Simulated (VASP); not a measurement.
YMg3, 4 atoms in the cell. Symmetry: P4/mmm, No. 123, tetragonal system. The conventional cell has a = 4.674 Å, b = 4.674 Å, c = 4.660 Å, α = 90.00°, β = 90.00°, γ = 90.00°. Y (site symmetry 4/mmm) has 12 Mg at 3.30 to 3.31 Å within 4.3 Å. Within 4.3 Å of Mg (site symmetry mmm) lie 4 Y at 3.30 Å and 8 Mg at 3.30 to 3.31 Å. Mg (site symmetry 4/mmm) has 8 Mg at 3.30 Å and 4 Y at 3.31 Å within 4.3 Å. 

```yaml
Program: VASP 6.6.1
Task: relaxation of cell and atoms
Functional: PBEsol
Potentials_or_basis: VASP PAW PBE potentials, release 64 (Y_sv, Mg)
Cutoff: 600 eV
k_mesh: 10 × 10 × 10
Occupations: gaussian, width 0.1 eV
Spin: no spin polarisation
Dipole_correction: no
Further_INCAR_settings: ALGO = Normal; EDIFF = 1e-06; IBRION = 2; EDIFFG = -0.005; NSW = 70; ISIF = 3
```

Potentials or basis: VASP PAW PBE potentials, release 64 (Y_sv, Mg).

The run is started by

```sh
$ cat potpaw_PBE.64/Y_sv/POTCAR potpaw_PBE.64/Mg/POTCAR > POTCAR
$ mpirun -np 1 vasp_std > vasp.out
```

Hardware: 1 thread of Intel(R) Xeon(R) 6975P-C (Granite Rapids), on a shared host.

Estimate the wall time of this run.

Run time: 4 min on 1 thread of Intel(R) Xeon(R) 6975P-C (Granite Rapids), on a shared host, peak memory 0.44 GiB. Counts: scf iterations 29, k points 126, ion steps 3.
